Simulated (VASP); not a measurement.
Input of a VASP 6.6.1 run:

The input INCAR:

```
PREC = Accurate ; ENCUT = 520
EDIFF = 1E-7 ; ISMEAR = 0
SIGMA = 0.1 ; LREAL = F
LASPH = T ; NELM = 60
ALGO = Fast ; ISIF = 2
LWAVE = F ; LCHARG = T
GGA = PE ; LELF = T
LVHAR = T ; NBANDS = 12
```

KPOINTS

```
Automatic mesh
0
Gamma
  18 18 18
```

Contents of POSCAR:

```
Ag
1.0
    0.0000000000      2.0737490913      2.0737490913
    2.0737490913      0.0000000000      2.0737490913
    2.0737490913      2.0737490913      0.0000000000
Ag
1
Direct
    0.0000000000      0.0000000000      0.0000000000
```

Potentials or basis: VASP PAW PBE potentials, release 64 (Ag).

Command:

```console
$ cat potpaw_PBE.64/Ag/POTCAR > POTCAR
$ mpirun -np 1 vasp_std > vasp.out
```

(1) Estimate the band gap on the k mesh.

(2) What does it give for the pressure?

Results:

(1) zero (an odd number of electrons rules out a gap without spin polarisation).

(2) -0.1 GPa.
